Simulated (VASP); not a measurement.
# Se (R-3m) in VASP: further runs, part 2 of 2

VASP 6.6.1.

**4. Relaxation of cell and atoms, PBEsol, target pressure 94 GPa, at which the enthalpy is minimised**

This run uses another cell than the first one, of 12.64 Å³/atom, 1.070 times its volume.

Contents of INCAR:

```
SYSTEM = Se
  PREC = Accurate
  ENCUT = 600
  EDIFF = 1E-6
  ISMEAR = -1
  SIGMA = 0.1
  LREAL = .FALSE.
  LASPH = .TRUE.
  NELM = 100
  ALGO = Normal
  ISIF = 3
  LWAVE = .FALSE.
  LCHARG = .FALSE.
  GGA = PS
  IBRION = 2
  NSW = 80
  EDIFFG = -0.002
  PSTRESS = 940.0
```

Contents of KPOINTS:

```
regular mesh
0
G
  21 21 21
  0 0 0
```

Contents of POSCAR:

```
Se
1.0
    1.9708686050      1.1378815196      0.9396972542
   -1.9708686050      1.1378815196      0.9396972542
    0.0000000000     -2.2757630392      0.9396972542
Se
1
Direct
    0.0000000000      0.0000000000      0.0000000000
```

Potentials or basis: VASP PAW PBE potentials, release 64 (Se).

Started as:

```
$ cat potpaw_PBE.64/Se/POTCAR > POTCAR
$ mpirun -np 1 vasp_std > vasp.out
```

OUTCAR:

```text
SYSTEM = Se
   PREC = Accurate
   ENCUT = 600
   EDIFF = 1E-6
   ISMEAR = -1
   LREAL = .FALSE.
   LASPH = .TRUE.
   NELM = 100
   ISIF = 3
   GGA = PS
   IBRION = 2
   NSW = 80
   EDIFFG = -0.002
   PSTRESS = 940.0

 ion  position               nearest neighbor table
   1  0.000  0.000  0.000-

  LATTYP: Found a trigonal (rhomboedric) cell.
 ALAT       =     2.4621389767
 COS(alpha) =    -0.2815047258

  Lattice vectors:

 A1 = (   1.9708686050,   1.1378815196,   0.9396972542)
 A2 = (  -1.9708686050,   1.1378815196,   0.9396972542)
 A3 = (   0.0000000000,  -2.2757630392,   0.9396972542)

Analysis of symmetry for initial positions (statically):
=====================================================================
 Subroutine PRICEL returns:
 Original cell was already a primitive cell.

 Routine SETGRP: Setting up the symmetry group for a
 trigonal (rhombohedral) supercell.

 Subroutine GETGRP returns: Found 12 space group operations
 (whereof 12 operations were pure point group operations)
 out of a pool of 12 trial point group operations.

The static configuration has the point symmetry D_3d.

Analysis of symmetry for dynamics (positions and initial velocities):
=====================================================================
 Subroutine PRICEL returns:
 Original cell was already a primitive cell.

 Routine SETGRP: Setting up the symmetry group for a
 trigonal (rhombohedral) supercell.

 Subroutine GETGRP returns: Found 12 space group operations
 (whereof 12 operations were pure point group operations)
 out of a pool of 12 trial point group operations.

The dynamic configuration has the point symmetry D_3d.

 Subroutine INISYM returns: Found 12 space group operations
 (whereof 12 operations are pure point group operations),
 and found     1 'primitive' translations

----------------------------------------------------------------------------------------

                                     Primitive cell

  volume of cell :      12.6443

  direct lattice vectors                    reciprocal lattice vectors
     1.970868605  1.137881520  0.939697254     0.253695248  0.146471020  0.354724175
    -1.970868605  1.137881520  0.939697254    -0.253695248  0.146471020  0.354724175
     0.000000000 -2.275763039  0.939697254     0.000000000 -0.292942040  0.354724175

  length of vectors
     2.462138977  2.462138977  2.462138977     0.460048127  0.460048127  0.460048127

  position of ions in fractional coordinates (direct lattice)
     0.000000000  0.000000000  0.000000000

  ion indices of the primitive-cell ions
   primitive index   ion index
                 1           1

----------------------------------------------------------------------------------------

 KPOINTS: regular mesh

Automatic generation of k-mesh.
 Grid dimensions read from file:
 generate k-points for:   21   21   21

 Generating k-lattice:

  Cartesian coordinates                     Fractional coordinates (reciprocal lattice)
     0.012080726  0.006974810  0.016891627     0.047619048  0.000000000  0.000000000
    -0.012080726  0.006974810  0.016891627     0.000000000  0.047619048  0.000000000
     0.000000000 -0.013949621  0.016891627     0.000000000  0.000000000  0.047619048
[... 51 lines left out ...]
   ISPIN  =      1    spin polarized calculation?
   LNONCOLLINEAR =      F non collinear calculations
   LSORBIT =      F    spin-orbit coupling
   LASPH  =      T    aspherical Exc in radial PAW
   ENCUT  =  600.0 eV  44.10 Ry    6.64 a.u.   4.92  4.92  4.92*2*pi/ulx,y,z
   NELM   =    100;   NELMIN=  2; NELMDL= -5     # of ELM steps
   EDIFF  = 0.1E-05   stopping-criterion for ELM
   LREAL  =      F    real-space projection
   EDIFFG = -.2E-02   stopping-criterion for IOM
   NSW    =     80    number of steps for IOM
   IBRION =      2    ionic relax: 0-MD 1-quasi-New 2-CG
   NFREE  =      1    steps in history (QN), initial steepest desc. (CG)
   ISIF   =      3    stress and relaxation
   ISYM   =      2    0-nonsym 1-usesym 2-fastsym
   POTIM  = 0.5000    time-step for ionic-motion
   TEBEG  =    0.0;   TEEND  =   0.0 temperature during run
   PSTRESS=  940.0 pullay stress
   NELECT =       6.0000    total number of electrons
   NUPDOWN=      -1.0000    fix difference up-down
   EMIN   =  10.00;   EMAX   =-10.00  energy-range for DOS
   EFERMI =   0.00;   METHOD = LEGACY
   ISMEAR =    -1;   SIGMA  =   0.10  broadening in eV -4-tet -1-fermi 0-gaus
   EFERMI_NEDOS =   21; number of points for ismear=-14 and -15
   IALGO  =     38    algorithm
   IMIX   =      4    mixing-type and parameters
     AMIX     =   0.40;   BMIX     =  1.00
     AMIX_MAG =   1.60;   BMIX_MAG =  1.00
  volume/ion in A,a.u.               =      12.64        85.33
  Fermi-wavevector in a.u.,A,eV,Ry     =   1.276911  2.413012 22.184320  1.630502
  Thomas-Fermi vector in A             =   2.409540
   LORBIT       =      0    0 simple, 1 ext, 2 COOP (PROOUT), +10 PAW based schemes
   GGA     = PS    functional components
   LHFCALC =     F    Hartree Fock is set to
   AEXX    =    0.0000 exact exchange contribution
   IVDW    =     0    specifies the selected vdW correction
   LEPSILON=     F    determine dielectric tensor
   LRPA    =     F    only Hartree local field effects (RPA)
 conjugate gradient relaxation of ions
 non-spin polarized calculation
  energy-cutoff  :      600.00
  volume of cell :       12.64
 maximum number of plane-waves:       434
   NGX =  9   NGY =  9   NGZ =  9

--------------------------------------- Ionic step        1  -------------------------------------------

 number of electron       6.0000001 magnetization

 Free energy of the ion-electron system (eV)
  ---------------------------------------------------
  ext. energy  EPLUGINS =         0.00000000
  ---------------------------------------------------
  free energy    TOTEN  =        -2.09250129 eV

  energy without entropy =       -2.08015603  energy(sigma->0) =       -2.08632866

------------------------ aborting loop because EDIFF is reached ----------------------------------------

  FORCE on cell =-STRESS in cart. coord.  units (eV):
  Direction    XX          YY          ZZ          XY          YZ          ZX
  --------------------------------------------------------------------------------------
  -------------------------------------------------------------------------------------
  Total        7.5859631      7.5859631      7.6355743      0.0000000     -0.0000000      0.0000000
  in kB      961.2301483    961.2301482    967.5164642      0.0000000     -0.0000000      0.0000000
  external PRESSURE =      23.3255869 kB  Pullay stress =     940.0000000 kB
[... 94 lines left out ...]
  energy  without entropy=       -2.1227107602  energy(sigma->0) =       -2.12896495

  enthalpy is  TOTEN    =         5.3253911877 eV   P V=        7.4606103271

[... ionic steps 4 to 11 ...]

--------------------------------------- Ionic step       12  -------------------------------------------

 number of electron       6.0000000 magnetization

------------------------ aborting loop because EDIFF is reached ----------------------------------------
[... 69 lines left out ...]
--------------------------------------- Ionic step       14  -------------------------------------------

 number of electron       6.0000000 magnetization

 Free energy of the ion-electron system (eV)
  ---------------------------------------------------
  ext. energy  EPLUGINS =         0.00000000
  ---------------------------------------------------
  free energy    TOTEN  =        -2.17492267 eV

  energy without entropy =       -2.16323039  energy(sigma->0) =       -2.16907653

 E-fermi :  12.4034     XC(G=0): -12.8832

 val. band max:       12.3748046036   @ k =   0.1905   0.0952   0.0476
 cond. band min:      12.4066395498   @ k =   0.0952   0.0952   0.0476
 fundamental gap:      0.0318349462
 Fermi energy:        12.4034450880

 k-point     1 :       0.0000    0.0000    0.0000
  band No.  band energies     occupation
      1      -9.3911      2.00000
      2      16.2234      0.00000
      3      18.7086      0.00000
      4      18.7086      0.00000
      5      23.3463      0.00000
      6      23.3463      0.00000
      7      26.4199      0.00000
[... 221 lines left out ...]
 k-point    24 :      -0.3810    0.0476   -0.0000
  band No.  band energies     occupation
      1      -5.5446      2.00000
      2       3.6820      2.00000
      3      15.0382      0.00000
      4      17.2199      0.00000
      5      21.3303      0.00000
      6      22.5920      0.00000
      7      31.5677      0.00000

 [... further k-points ...]

------------------------ aborting loop because EDIFF is reached ----------------------------------------

  FORCE on cell =-STRESS in cart. coord.  units (eV):
  Direction    XX          YY          ZZ          XY          YZ          ZX
  --------------------------------------------------------------------------------------
  -------------------------------------------------------------------------------------
  Total        7.4999439      7.4999439      7.4981961      0.0000000      0.0000000     -0.0000000
  in kB      940.2387800    940.2387791    940.0196662      0.0000000      0.0000000     -0.0000000
  external PRESSURE =       0.1657417 kB  Pullay stress =     940.0000000 kB
[... 20 lines left out ...]
  energy  without entropy=       -2.1632303890  energy(sigma->0) =       -2.16907653

  enthalpy is  TOTEN    =         5.3231166118 eV   P V=        7.4980392773

 reached required accuracy - stopping structural energy minimisation
```

CONTCAR:

```text
Se
   1.00000000000000
     1.9512797291176762    1.1265718763576213    0.9689486260655046
    -1.9512797291176762    1.1265718763576213    0.9689486260655057
    -0.0000000000000000   -2.2531437527152427    0.9689486260655037
  Se
     1
Direct
     0.0000000000000000    0.0000000000000000    0.0000000000000000

  0.00000000E+00  0.00000000E+00  0.00000000E+00
```

Run time: 3.3 min. Hardware: 1 thread of Intel Xeon 6975P-C (Granite Rapids), shared host; peak memory 0.22 GiB.

Results:

| Item | Value |
| --- | --- |
| Free energy | -2.1749 eV |
| Relaxed volume | 12.78 Å³/atom |
| Relaxed cell | a = 2.453 Å, b = 2.453 Å, c = 2.453 Å, α = 105.42°, β = 105.42°, γ = 105.42° |
| Space group after relaxing (to 0.05 Å) | R-3m (No. 166) |
| Energy change on relaxing (the enthalpy is what falls) | -82.4 meV/atom |
| Ionic steps | 14 |
| Pressure after relaxing | 94.0 GPa |
| Band gap on the k mesh | zero (band 3 reaches 18.71 eV, above the bottom of band 4 at 6.20 eV) |

The path:
```csv
step,energy change (eV),largest force (eV/Å),pressure (GPa),volume (Å³)
1,0.0000,0.0000,96.33,12.64
2,-0.1927,0.0000,85.44,12.98
3,-0.0427,0.0000,93.93,12.72
4,-0.0457,0.0000,93.93,12.72
5,-0.0545,0.0000,93.99,12.73
6,-0.0707,0.0000,94.30,12.76
7,-0.0872,0.0000,95.49,12.80
8,-0.0731,0.0000,94.37,12.76
9,-0.0751,0.0000,94.43,12.77
10,-0.1364,0.0000,91.29,12.87
11,-0.0817,0.0000,94.08,12.78
12,-0.0832,0.0000,93.92,12.78
13,-0.0826,0.0000,94.00,12.78
14,-0.0824,0.0000,94.02,12.78
```

Final structure:
```yaml
crystal:
  lattice:
    - [1.95128, 1.12657, 0.96895]
    - [-1.95128, 1.12657, 0.96895]
    - [0.00000, -2.25314, 0.96895]
  atoms:
    - { symbol: Se, position: [0.00000, 0.00000, 0.00000] }
```

Caveat: the cell is relaxed towards a set pressure, so the enthalpy falls and the energy may rise; the PAW data sets were made with another functional, which shifts forces and pressure a little. Zero-point motion and thermal expansion aren't in these numbers.

**5. Overview**

| task | cell | cutoff (eV) | gap on the mesh (eV) | pressure (GPa) |
| --- | --- | --- | --- | --- |
| relaxation of cell and atoms | relaxed to 125 GPa from a = 2.414 Å, angles 106.6°, 1 atom | 600 | none | 125.0 |
| single point | a = 2.449 Å, angles 105.4°, 1 atom | 520 | none | 95.5 |
| relaxation of cell and atoms | relaxed to 94 GPa from a = 2.462 Å, angles 106.4°, 1 atom | 600 | none | 94.0 |

Alike in all rows: level PBEsol; potentials or basis VASP PAW PBE potentials, release 64 (Se); no spin polarisation; k mesh 21 × 21 × 21; smearing fermi-dirac 0.1 eV.

Caveats: the PAW data sets were made with another functional, which shifts forces and pressure a little; the cell is relaxed towards a set pressure, so the enthalpy falls and the energy may rise (some runs).

Total energies depend on the potentials used, so only differences within one code and one set of settings carry meaning.
